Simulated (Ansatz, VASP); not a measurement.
# Ge2N: VASP beside Ansatz

```
CELL_PARAMETERS angstrom
4.19980 0.00000 0.00000
0.00000 4.19980 0.00000
0.00000 0.00000 5.46900
ATOMIC_POSITIONS crystal
Ge 0.50000 0.00000 0.49132
Ge 0.50000 0.00000 0.99132
Ge 0.00000 0.50000 0.00868
Ge 0.00000 0.50000 0.50868
N 0.00000 0.00000 0.00000
N 0.50000 0.50000 0.50000
```

Alike in both runs: functional PBE; k mesh 4 × 4 × 4; occupations gaussian, width 0.1 eV; no spin polarisation.

Ansatz relaxed the structure, and its values are those at the end. VASP's run is a single point on that final structure, the one shown.

```csv
,VASP,Ansatz
version,VASP 6.6.1,Ansatz 0.2.0
potentials or method,"VASP PAW PBE potentials, release 64 (Ge_d, N), cutoff 520 eV","scalar-relativistic, plane waves, PAW"
valence electrons in the cell,66,66
```

VASP gave:

| Property | Result |
| --- | --- |
| gap on the k mesh at the Fermi level (eV) | none |
| pressure (GPa) | 0.0 |

Task: Estimate Ansatz's values.

Result: gap on the k mesh at the Fermi level (eV): none; pressure (GPa): 0.1.

A gap of «none» marks a metal or a gap that the smearing closes. With one functional, cell and mesh, what is left measures potentials, basis and numerics.

The k mesh is coarse, so the values compare programs but aren't converged.
